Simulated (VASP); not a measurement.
Write the native input for VASP 6.6.1 that does the following.

| Quantity | Value |
| --- | --- |
| Task | relaxation of cell and atoms |
| Functional | PBE |
| Potentials or basis | VASP PAW PBE potentials, release 64 (Hf_pv, N, O) |
| Cutoff | 600 eV |
| k mesh | 12 × 12 × 4 |
| Occupations | gaussian, width 0.1 eV |
| Spin | no spin polarisation |
| Dipole correction | no |
| Further INCAR settings | ALGO = Normal; EDIFF = 1e-07; IBRION = 2; EDIFFG = -0.01; NSW = 100; ISIF = 3 |

The structure of Hf4N2O lies in POSCAR:

```
Hf4N2O
1.0
    3.1829152565      0.0000000000      0.0000000000
   -1.5914576283      2.7564854703      0.0000000000
    0.0000000000      0.0000000000     10.7821540192
Hf N O
4 2 1
Direct
    0.6666666667      0.3333333333      0.8631127665
    0.6666666667      0.3333333333      0.3805035487
    0.3333333333      0.6666666667      0.1368872335
    0.3333333333      0.6666666667      0.6194964513
    0.0000000000      0.0000000000      0.7430182437
    0.0000000000      0.0000000000      0.2569817563
    0.0000000000      0.0000000000      0.0000000000
```

This cell differs from its parent crystal: with an interstitial atom.

One way to write it, as run:

INCAR

```
  PREC = Accurate
  ENCUT = 600
  EDIFF = 1E-7
  ISMEAR = 0
  SIGMA = 0.1
  LREAL = False
  LASPH = True
  NELM = 80
  ALGO = Normal
  ISIF = 3
  LWAVE = False
  LCHARG = False
  GGA = PE
  IBRION = 2
  NSW = 100
  EDIFFG = -0.01
```

KPOINTS

```
regular mesh
0
Gamma
  12 12 4
```

Potentials or basis: VASP PAW PBE potentials, release 64 (Hf_pv, N, O).

Launch:

```console
$ cat potpaw_PBE.64/Hf_pv/POTCAR potpaw_PBE.64/N/POTCAR potpaw_PBE.64/O/POTCAR > POTCAR
$ mpirun -np 1 vasp_std > vasp.out
```

It gave:

| Item | Value |
| --- | --- |
| Relaxed volume | 13.38 Å³/atom |
| Relaxed cell | a = 3.170 Å, b = 3.170 Å, c = 10.764 Å, α = 90.00°, β = 90.00°, γ = 120.00° |
| Space group after relaxing (to 0.1 Å) | P-3m1 (No. 164) |
| Energy gained by relaxing | 0.9 meV/atom |
| Ionic steps | 4 |
| Pressure after relaxing | 0.0 GPa |
| Largest force after relaxing | 0.007 eV/Å |
| Band gap on the k mesh | zero (bands 28 and 29 overlap by 0.77 eV) |

Caveat: the cell differs from its parent crystal (with an interstitial atom); spin-orbit coupling is left out, which moves the levels of the heavy elements.

Wall time 9.8 min on 1 thread of AMD EPYC 9R45 96-Core Processor (Zen 5), on a shared host, peak memory 0.39 GiB.
